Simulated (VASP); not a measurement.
# Cd (Fm-3m) in VASP: a series of runs

Runs on Cd. Level: PBE. Tasks: single point, relaxation of cell and atoms.

Program: VASP 6.6.1. These are calculated values, not measurements. Logs are shortened: lines on timing, memory, paths and dates and some standing lists are left out, and cuts for length are marked.

## 1. The cell of the first run

Symmetry: Fm-3m, No. 225, cubic system. The conventional cell has a = 4.507 Å, b = 4.507 Å, c = 4.507 Å, α = 90.00°, β = 90.00°, γ = 90.00°. Cd (site symmetry m-3m) has 12 Cd at 3.19 Å within 4.2 Å.

This isn't the form of Cd at room conditions, which is hcp.

## 2. Single point, PBE

The input, INCAR:

```
SYSTEM = Cd
ALGO = Normal
EDIFF = 1E-7
ENCUT = 520
GGA = PE
ISIF = 2
ISMEAR = 0
LASPH = .True.
LCHARG = .False.
LREAL = .False.
LWAVE = .False.
NBANDS = 12
NELM = 100
PREC = Accurate
SIGMA = 0.1
```

The input, KPOINTS:

```
k-points
0
Gamma
  16 16 16
  0 0 0
```

The input, POSCAR:

```
Cd
1.0
    0.0000000000      2.2537458011      2.2537458011
    2.2537458011      0.0000000000      2.2537458011
    2.2537458011      2.2537458011      0.0000000000
Cd
1
Direct
    0.0000000000      0.0000000000      0.0000000000
```

Potentials or basis: VASP PAW PBE potentials, release 64 (Cd).

Command:

```bash
> cat potpaw_PBE.64/Cd/POTCAR > POTCAR
> mpirun -np 1 vasp_std > vasp.out
```

OUTCAR:

```text
SYSTEM = Cd
   EDIFF = 1E-7
   ENCUT = 520
   GGA = PE
   ISIF = 2
   ISMEAR = 0
   LASPH = .True.
   LREAL = .False.
   NELM = 100
   PREC = Accurate

 ion  position               nearest neighbor table
   1  0.000  0.000  0.000-

  LATTYP: Found a face centered cubic cell.
 ALAT       =     4.5074916022

  Lattice vectors:

 A1 = (   0.0000000000,   2.2537458011,   2.2537458011)
 A2 = (   2.2537458011,   0.0000000000,   2.2537458011)
 A3 = (   2.2537458011,   2.2537458011,   0.0000000000)

Analysis of symmetry for initial positions (statically):
=====================================================================
 Subroutine PRICEL returns:
 Original cell was already a primitive cell.

 Routine SETGRP: Setting up the symmetry group for a
 face centered cubic supercell.

 Subroutine GETGRP returns: Found 48 space group operations
 (whereof 48 operations were pure point group operations)
 out of a pool of 48 trial point group operations.

The static configuration has the point symmetry O_h .

Analysis of symmetry for dynamics (positions and initial velocities):
=====================================================================
 Subroutine PRICEL returns:
 Original cell was already a primitive cell.

 Routine SETGRP: Setting up the symmetry group for a
 face centered cubic supercell.

 Subroutine GETGRP returns: Found 48 space group operations
 (whereof 48 operations were pure point group operations)
 out of a pool of 48 trial point group operations.

The dynamic configuration has the point symmetry O_h .

 Subroutine INISYM returns: Found 48 space group operations
 (whereof 48 operations are pure point group operations),
 and found     1 'primitive' translations

----------------------------------------------------------------------------------------

                                     Primitive cell

  volume of cell :      22.8952

  direct lattice vectors                    reciprocal lattice vectors
     0.000000000  2.253745801  2.253745801    -0.221852881  0.221852881  0.221852881
     2.253745801  0.000000000  2.253745801     0.221852881 -0.221852881  0.221852881
     2.253745801  2.253745801  0.000000000     0.221852881  0.221852881 -0.221852881

  length of vectors
     3.187277878  3.187277878  3.187277878     0.384260462  0.384260462  0.384260462

[... 83 lines left out ...]
   NFREE  =      0    steps in history (QN), initial steepest desc. (CG)
   ISIF   =      2    stress and relaxation
   ISYM   =      2    0-nonsym 1-usesym 2-fastsym
   POTIM  = 0.5000    time-step for ionic-motion
   TEBEG  =    0.0;   TEEND  =   0.0 temperature during run
   PSTRESS=    0.0 pullay stress
   NELECT =      12.0000    total number of electrons
   NUPDOWN=      -1.0000    fix difference up-down
   EMIN   =  10.00;   EMAX   =-10.00  energy-range for DOS
   EFERMI =   0.00;   METHOD = LEGACY
   ISMEAR =     0;   SIGMA  =   0.10  broadening in eV -4-tet -1-fermi 0-gaus
   EFERMI_NEDOS =   21; number of points for ismear=-14 and -15
   IALGO  =     38    algorithm
   IMIX   =      4    mixing-type and parameters
     AMIX     =   0.40;   BMIX     =  1.00
     AMIX_MAG =   1.60;   BMIX_MAG =  1.00
  volume/ion in A,a.u.               =      22.90       154.50
  Fermi-wavevector in a.u.,A,eV,Ry     =   1.319938  2.494322 23.704577  1.742237
  Thomas-Fermi vector in A             =   2.449801
   LORBIT       =      0    0 simple, 1 ext, 2 COOP (PROOUT), +10 PAW based schemes
   GGA     = PE    functional components
   LHFCALC =     F    Hartree Fock is set to
   AEXX    =    0.0000 exact exchange contribution
   IVDW    =     0    specifies the selected vdW correction
   LEPSILON=     F    determine dielectric tensor
   LRPA    =     F    only Hartree local field effects (RPA)
 non-spin polarized calculation
 Gauss-broadening in eV      SIGMA  =   0.10
  energy-cutoff  :      520.00
  volume of cell :       22.90
 maximum number of plane-waves:       636
   NGX = 11   NGY = 11   NGZ = 11

 number of electron      11.9999992 magnetization

 Free energy of the ion-electron system (eV)
  ---------------------------------------------------
  ext. energy  EPLUGINS =         0.00000000
  ---------------------------------------------------
  free energy    TOTEN  =        -0.73769274 eV

  energy without entropy =       -0.73513952  energy(sigma->0) =       -0.73641613

 E-fermi :   2.4937     XC(G=0): -10.7352

 val. band max:        2.4920056152   @ k =   0.4375   0.0000   0.0000
 cond. band min:       2.5642797762   @ k =  -0.3125   0.3750   0.1250
 fundamental gap:      0.0722741610
 Fermi energy:         2.4936588649

 k-point     1 :       0.0000    0.0000    0.0000
  band No.  band energies     occupation
      1      -6.5117      2.00000
      2      -6.5117      2.00000
      3      -6.5117      2.00000
      4      -6.1037      2.00000
      5      -6.1037      2.00000
      6      -5.9386      2.00000
      7      16.2255      0.00000
      8      16.9791      0.00000
      9      16.9791      0.00000
     10      16.9791      0.00000
     11      20.2795      0.00000
     12      20.2795      0.00000
[... 331 lines left out ...]
 k-point    24 :      -0.0625    0.0625    0.0000
  band No.  band energies     occupation
      1      -6.5358      2.00000
      2      -6.4772      2.00000
      3      -6.4723      2.00000
      4      -6.1301      2.00000
      5      -6.0997      2.00000
      6      -5.6676      2.00000
      7      14.7427      0.00000
      8      14.8306      0.00000
      9      16.8255      0.00000
     10      17.3115      0.00000
     11      20.3267      0.00000
     12      20.3870      0.00000

 [... further k-points ...]

------------------------ aborting loop because EDIFF is reached ----------------------------------------

  FORCE on cell =-STRESS in cart. coord.  units (eV):
  Direction    XX          YY          ZZ          XY          YZ          ZX
  --------------------------------------------------------------------------------------
  -------------------------------------------------------------------------------------
  Total        0.0360945      0.0360945      0.0360945     -0.0000000      0.0000000      0.0000000
  in kB        2.5258472      2.5258472      2.5258472     -0.0000000      0.0000000      0.0000000
  external PRESSURE =       2.5258472 kB  Pullay stress =       0.0000000 kB

 VOLUME and BASIS-vectors are now :
 -----------------------------------------------------------------------------
  energy-cutoff  :      520.00
  volume of cell :       22.90
      direct lattice vectors                 reciprocal lattice vectors
     0.000000000  2.253745801  2.253745801    -0.221852881  0.221852881  0.221852881
     2.253745801  0.000000000  2.253745801     0.221852881 -0.221852881  0.221852881
     2.253745801  2.253745801  0.000000000     0.221852881  0.221852881 -0.221852881

 POSITION                                       TOTAL-FORCE (eV/Angst)
 -----------------------------------------------------------------------------------
      0.00000      0.00000      0.00000         0.000000      0.000000      0.000000
 -----------------------------------------------------------------------------------
    total drift:                               -0.000000     -0.000000     -0.000000

  FREE ENERGIE OF THE ION-ELECTRON SYSTEM (eV)
  ---------------------------------------------------
  free  energy   TOTEN  =        -0.7376927437 eV

  energy  without entropy=       -0.7351395205  energy(sigma->0) =       -0.73641613
```

stdout:

```text
POSCAR found type information on POSCAR Cd
 POSCAR found :  1 types and       1 ions
 scaLAPACK will be used
 LDA part: xc-table for (Slater+PW92), standard interpolation
 POSCAR, INCAR and KPOINTS ok, starting setup
 FFT: planning ... GRIDC
 FFT: planning ... GRID_SOFT
 FFT: planning ... GRID
 WAVECAR not read
 entering main loop
```

Wall time 11 s (1 thread of Intel Xeon Platinum 8488C (Sapphire Rapids), shared host); peak memory 0.16 GiB.

What came out:

```yaml
Free_energy: -0.7377 eV
Pressure: 0.3 GPa
Band_gap_on_the_k_mesh: zero (bands 6 and 7 overlap by 3.24 eV)
```

Levels at points of the mesh, in eV from the Fermi level:
```csv
k point,band 3,band 4,band 5,band 6,band 7,band 8,band 9,band 10
"(0.00, 0.00, 0.00)",-9.01,-8.60,-8.60,-8.43,13.73,14.49,14.49,14.49
"(0.50, 0.00, 0.00)",-9.00,-8.26,-8.26,-2.13,-1.39,12.12,12.12,12.85
"(0.50, 0.50, 0.00)",-8.28,-8.17,-8.17,-0.67,1.22,6.63,6.63,10.71
```

## 3. Relaxation of cell and atoms, PBE

This run uses another cell than the first one, of 22.82 Å³/atom.

The input, INCAR:

```
SYSTEM = Cd
PREC = Accurate
ENCUT = 600
EDIFF = 1E-6
ISMEAR = 0
SIGMA = 0.1
LREAL = .False.
LASPH = .True.
NELM = 100
ALGO = Fast
ISIF = 3
LWAVE = .False.
LCHARG = .False.
GGA = PE
IBRION = 2
NSW = 80
EDIFFG = -0.01
```

The input, KPOINTS:

```
regular mesh
0
Gamma
  16 16 16
  0 0 0
```

The input, POSCAR:

```
Cd
1.0
    0.0000000000      2.2513177376      2.2513177376
    2.2513177376      0.0000000000      2.2513177376
    2.2513177376      2.2513177376      0.0000000000
Cd
1
Direct
    0.0000000000      0.0000000000      0.0000000000
```

Potentials or basis: VASP PAW PBE potentials, release 64 (Cd).

Command:

```bash
> cat potpaw_PBE.64/Cd/POTCAR > POTCAR
> mpirun -np 1 vasp_std > vasp.out
```

OUTCAR:

```text
SYSTEM = Cd
   PREC = Accurate
   ENCUT = 600
   EDIFF = 1E-6
   ISMEAR = 0
   LREAL = .False.
   LASPH = .True.
   NELM = 100
   ISIF = 3
   GGA = PE
   IBRION = 2
   NSW = 80
   EDIFFG = -0.01

 ion  position               nearest neighbor table
   1  0.000  0.000  0.000-

  LATTYP: Found a face centered cubic cell.
 ALAT       =     4.5026354752

  Lattice vectors:

 A1 = (   0.0000000000,   2.2513177376,   2.2513177376)
[... 540 lines left out ...]
     10      17.2450      0.00000

 [... further k-points ...]

------------------------ aborting loop because EDIFF is reached ----------------------------------------

  FORCE on cell =-STRESS in cart. coord.  units (eV):
  Direction    XX          YY          ZZ          XY          YZ          ZX
  --------------------------------------------------------------------------------------
  -------------------------------------------------------------------------------------
  Total        0.0015020      0.0015020      0.0015020      0.0000000      0.0000000      0.0000000
  in kB        0.1047050      0.1047050      0.1047050      0.0000000      0.0000000      0.0000000
  external PRESSURE =       0.1047050 kB  Pullay stress =       0.0000000 kB

 VOLUME and BASIS-vectors are now :
 -----------------------------------------------------------------------------
  energy-cutoff  :      600.00
  volume of cell :       22.98
      direct lattice vectors                 reciprocal lattice vectors
     0.000000000  2.256609340  2.256609340    -0.221571360  0.221571360  0.221571360
     2.256609340 -0.000000000  2.256609340     0.221571360 -0.221571360  0.221571360
     2.256609340  2.256609340 -0.000000000     0.221571360  0.221571360 -0.221571360

 POSITION                                       TOTAL-FORCE (eV/Angst)
 -----------------------------------------------------------------------------------
      0.00000      0.00000      0.00000         0.000000      0.000000      0.000000
 -----------------------------------------------------------------------------------
    total drift:                               -0.000000     -0.000000     -0.000000

  FREE ENERGIE OF THE ION-ELECTRON SYSTEM (eV)
  ---------------------------------------------------
  free  energy   TOTEN  =        -0.7372977021 eV

  energy  without entropy=       -0.7347527312  energy(sigma->0) =       -0.73602522

 reached required accuracy - stopping structural energy minimisation
```

OSZICAR:

```text
N       E                     dE             d eps       ncg     rms          rms(c)
DAV:   1     0.724299974239E+02    0.72430E+02   -0.76664E+03  3028   0.133E+03
DAV:   2     0.396648035118E+00   -0.72033E+02   -0.69108E+02  3000   0.271E+02
DAV:   3    -0.775535166729E+00   -0.11722E+01   -0.11690E+01  3292   0.416E+01
DAV:   4    -0.776894745366E+00   -0.13596E-02   -0.13595E-02  3040   0.133E+00
DAV:   5    -0.776898162628E+00   -0.34173E-05   -0.34174E-05  3182   0.690E-02    0.273E+00
RMM:   6    -0.738186917533E+00    0.38711E-01   -0.93778E-02  2900   0.374E+00    0.224E+00
RMM:   7    -0.736786093164E+00    0.14008E-02   -0.87733E-03  2900   0.954E-01    0.113E+00
RMM:   8    -0.737108644222E+00   -0.32255E-03   -0.18474E-03  2900   0.774E-01    0.798E-02
RMM:   9    -0.737149432662E+00   -0.40788E-04   -0.16061E-04  2900   0.161E-01    0.457E-02
RMM:  10    -0.737153038362E+00   -0.36057E-05   -0.48435E-05  2900   0.117E-01    0.644E-03
RMM:  11    -0.737152716656E+00    0.32171E-06   -0.20786E-06  1867   0.190E-02
   1 F= -.73715272E+00 E0= -.73587208E+00  d E =-.737153E+00
       N       E                     dE             d eps       ncg     rms          rms(c)
DAV:   1    -0.744960115596E+00   -0.78071E-02   -0.15706E-01  3192   0.586E+00    0.657E-01
RMM:   2    -0.737870510461E+00    0.70896E-02   -0.15987E-02  2900   0.172E+00    0.196E-01
RMM:   3    -0.737392113186E+00    0.47840E-03   -0.88338E-04  2900   0.340E-01    0.160E-01
RMM:   4    -0.737297435276E+00    0.94678E-04   -0.65027E-05  2899   0.966E-02    0.737E-03
RMM:   5    -0.737297702140E+00   -0.26686E-06   -0.36910E-06  2178   0.191E-02
   2 F= -.73729770E+00 E0= -.73602522E+00  d E =-.144985E-03
```

CONTCAR:

```text
Cd
   1.00000000000000
     0.0000000000000000    2.2566093395883788    2.2566093395883788
     2.2566093395883788   -0.0000000000000000    2.2566093395883788
     2.2566093395883788    2.2566093395883788   -0.0000000000000000
  Cd
     1
Direct
     0.0000000000000000    0.0000000000000000    0.0000000000000000

  0.00000000E+00  0.00000000E+00  0.00000000E+00
```

Wall time 29 s (1 thread of Intel Xeon Platinum 8488C (Sapphire Rapids), shared host); peak memory 0.19 GiB.

Results:

```yaml
Free_energy: -0.7373 eV
Relaxed_volume: 22.98 Å³/atom
Relaxed_cell: a = 3.191 Å, b = 3.191 Å, c = 3.191 Å, α = 60.00°, β = 60.00°, γ = 60.00°
Space_group_after_relaxing_to_0.1_Å: Fm-3m (No. 225)
Energy_gained_by_relaxing: 0.1 meV/atom
Ionic_steps: 2
Pressure_after_relaxing: 0.0 GPa
Band_gap_on_the_k_mesh: zero (bands 6 and 7 overlap by 3.23 eV)
```

Step by step:
```tsv
step	energy change (eV)	largest force (eV/Å)	pressure (GPa)	volume (Å³)
1	0.0000	0.0000	0.34	22.82
2	-0.0001	0.0000	0.01	22.98
```

Final structure:
```cif
data_structure
_symmetry_space_group_name_H-M 'P 1'
_symmetry_Int_Tables_number 1
_cell_length_a 3.1913
_cell_length_b 3.1913
_cell_length_c 3.1913
_cell_angle_alpha 60.000
_cell_angle_beta 60.000
_cell_angle_gamma 60.000
_cell_volume 22.98
loop_
_atom_site_label
_atom_site_type_symbol
_atom_site_fract_x
_atom_site_fract_y
_atom_site_fract_z
_atom_site_occupancy
Cd1 Cd 0.00000 0.00000 0.00000 1
```
